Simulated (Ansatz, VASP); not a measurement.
LiH: VASP beside Ansatz

Contents of INCAR:

```
ALGO     = Normal         # electronic algorithm
EDIFF    = 1E-7           # SCF threshold, eV
ENCUT    = 520            # plane-wave cutoff, eV
GGA      = PE             # functional
ISIF     = 2              # what is computed and relaxed
ISMEAR   = -1             # smearing method
LASPH    = True           # aspherical terms in the spheres
LCHARG   = False          # write CHGCAR
LREAL    = False          # projectors in reciprocal space
LWAVE    = False          # write WAVECAR
NBANDS   = 12             # bands
NELM     = 100            # most SCF steps
PREC     = Accurate       # precision mode
SIGMA    = 0.02           # smearing width, eV
```

KPOINTS

```
k-points
0
Gamma
  12 12 6
```

File POSCAR:

```
LiH
1.0
    3.2558279323      0.0000000000      0.0000000000
   -1.6279139661      2.8196296997      0.0000000000
    0.0000000000      0.0000000000      4.0684430705
Li H
2 2
Direct
    0.3333333333      0.6666666667     -0.0625093483
    0.6666666667      0.3333333333      0.4374906517
    0.3333333333      0.6666666667      0.4375093483
    0.6666666667      0.3333333333      0.9375093483
```

Input for Ansatz:

```yaml
crystal:
  lattice:
    - [3.2558279323, 0.0, 0.0]
    - [-1.6279139661, 2.8196296997, 0.0]
    - [0.0, 0.0, 4.0684430705]
  atoms:
    - { symbol: Li, position: [0.3333333333, 0.6666666667, -0.0625093483] }
    - { symbol: Li, position: [0.6666666667, 0.3333333333, 0.4374906517] }
    - { symbol: H, position: [0.3333333333, 0.6666666667, 0.4375093483] }
    - { symbol: H, position: [0.6666666667, 0.3333333333, 0.9375093483] }
kpoints:
  mp_grid: { grid: [12, 12, 6] }
  band_path:
    path:
      - [[0.0, 0.0, 0.0], [0.5, -4.46295895617e-18, -2.0655813858e-20], [0.3333333333333, 0.3333333333333, -1.377054257214e-20], [0.0, 0.0, 0.0], [-6.108347150161e-38, 1.981222825652e-37, 0.5], [0.5, -4.45965355487e-18, 0.5], [0.3333333333333, 0.3333333333333, 0.5], [-6.108347150161e-38, 1.981222825652e-37, 0.5]]
      - [[0.5, -4.45965355487e-18, 0.5], [0.5, -4.46295895617e-18, -2.0655813858e-20]]
      - [[0.3333333333333, 0.3333333333333, 0.5], [0.3333333333333, 0.3333333333333, -1.377054257214e-20]]
    npoints: 10
hamiltonian:
  xc: pbe
scf:
  occupations: { method: fermi_dirac, width: 0.02 }
  n_extra_bands: 5
output:
  forces: true
  stress: true
  eigenvalues: true
```

Alike in both runs: task single point; functional PBE; k mesh 12 × 12 × 6; occupations fermi-dirac, width 0.02 eV; no spin polarisation.

```csv
,VASP,Ansatz
version,VASP 6.6.1,Ansatz 0.2.0
potentials or method,"VASP PAW PBE potentials, release 64 (Li_sv, H)","plane waves, PAW"
plane-wave cutoff (eV),520,420
valence electrons in the cell,8,8
```

```tsv
	VASP	Ansatz	Ansatz less VASP
gap on the k mesh at the Fermi level (eV)	1.83	1.84	+0.007
```

Ansatz's warnings: structure snapped to symmetry.

Noted on VASP's run: the cutoff is short for stress, so the pressure is rough.
